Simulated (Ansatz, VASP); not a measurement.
## BaTiO3: VASP beside Ansatz

```xyz
5
Lattice="4.0082 0.0000 0.0000 0.0000 2.8733 2.8859 0.0000 -2.8733 2.8859" Properties=species:S:1:pos:R:3 pbc="T T T"
Ba    0.0000    0.0000    0.0466
Ti    2.0041    0.0000    2.9997
O     0.0000   -0.2250    2.8376
O     2.0041   -1.4056    4.2619
O     2.0041    1.4056    4.2619
```

Alike in both runs: task single point; functional PBE; k mesh 6 × 6 × 6; occupations gaussian, width 0.05 eV; no spin polarisation; Hubbard terms Ti d U = 4.0 eV.

|  | VASP | Ansatz |
| --- | --- | --- |
| version | VASP 6.6.1 | Ansatz 0.2.0 |
| potentials or method | VASP PAW PBE potentials, release 64 (Ba_sv, Ti_sv, O), cutoff 520 eV | scalar-relativistic, plane waves, PAW |
| valence electrons in the cell | 40 | 40 |

Ansatz gave:

| Item | Value |
| --- | --- |
| gap on the k mesh at the Fermi level (eV) | 2.43 |
| least direct gap on the mesh (eV) | 2.82 |
| pressure (GPa) | 0.2 |
| traceless stress, the component that is largest in VASP (GPa) | 0.30 |
| rms of the force components (eV/Å) | 0.391 |

Problem. Which values does VASP return?

Solution. gap on the k mesh at the Fermi level (eV): 2.39; least direct gap on the mesh (eV): 2.79; pressure (GPa): 3.7; traceless stress, the component that is largest in VASP (GPa): 0.79; rms of the force components (eV/Å): 0.463.

The programs project onto different local orbitals, so the same U acts differently, and such runs can settle in different states. Atom by atom the forces differ by 0.224 eV/Å (rms over components).

Spin-orbit coupling is off throughout.
